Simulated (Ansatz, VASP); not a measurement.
## One calculation of SiO2, two programs

```
CELL_PARAMETERS angstrom
-2.63904 2.63904 3.59716
2.63904 -2.63904 3.59716
2.63904 2.63904 -3.59716
ATOMIC_POSITIONS crystal
Si 0.00000 0.00000 0.00000
Si 0.75000 0.25000 0.50000
O 0.96701 0.62500 0.84201
O 0.37500 0.21701 0.34201
O 0.78299 0.12500 0.15799
O 0.87500 0.03299 0.65799
```

Change from the starting cell: strain +0.050 along x and y, -0.025 along z, atoms carried along.

Alike in both runs: task single point; functional PBE; k mesh 6 × 6 × 6; occupations gaussian, width 0.05 eV; no spin polarisation.

|  | VASP | Ansatz |
| --- | --- | --- |
| version | VASP 6.6.1 | Ansatz 0.2.0 |
| potentials or method | VASP PAW PBE potentials, release 64 (Si, O), cutoff 520 eV | scalar-relativistic, plane waves, PAW |
| valence electrons in the cell | 32 | 32 |

```csv
,VASP,Ansatz,Ansatz less VASP
gap on the k mesh at the Fermi level (eV),5.22,5.22,+0.007
least direct gap on the mesh (eV),5.22,5.22,+0.007
pressure (GPa),-9.8,-9.8,-0.03
"traceless stress, the component that is largest in VASP (GPa)",2.97,2.96,-0.006
rms of the force components (eV/Å),0.338,0.335,-0.0029
```

Atom by atom the forces differ by 0.003 eV/Å (rms over components).
